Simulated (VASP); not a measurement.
A run of VASP 6.6.1:

Contents of INCAR:

```
SYSTEM = AlN
ALGO = Normal
EDIFF = 1E-7
EDIFFG = -0.005
ENCUT = 600
GGA = PE
IBRION = 2
ISIF = 3
ISMEAR = -1
LASPH = .True.
LCHARG = .False.
LREAL = .False.
LWAVE = .False.
NELM = 60
NSW = 60
PREC = Accurate
PSTRESS = 1000.0
SIGMA = 0.05
```

File KPOINTS:

```
k-points
0
Gamma
  17 17 17
  0 0 0
```

POSCAR

```
AlN
1.0
    0.0000000000      1.8735074009      1.8735074009
    1.8735074009      0.0000000000      1.8735074009
    1.8735074009      1.8735074009      0.0000000000
Al N
1 1
Direct
    0.0000000000      0.0000000000      0.0000000000
    0.5000000000      0.5000000000      0.5000000000
```

Potentials or basis: VASP PAW PBE potentials, release 64 (Al, N).

Command:

```bash
$ cat potpaw_PBE.64/Al/POTCAR potpaw_PBE.64/N/POTCAR > POTCAR
$ mpirun -np 1 vasp_std > vasp.out
```

Hardware: 1 thread of AMD EPYC 9R45 (Zen 5), with other jobs on the host.

Question: How long does it take, and how much memory?

Answer: Run time: 26 s on 1 thread of AMD EPYC 9R45 (Zen 5), with other jobs on the host, peak memory 0.12 GiB. Counts: scf iterations 24, k points 165, ion steps 3.
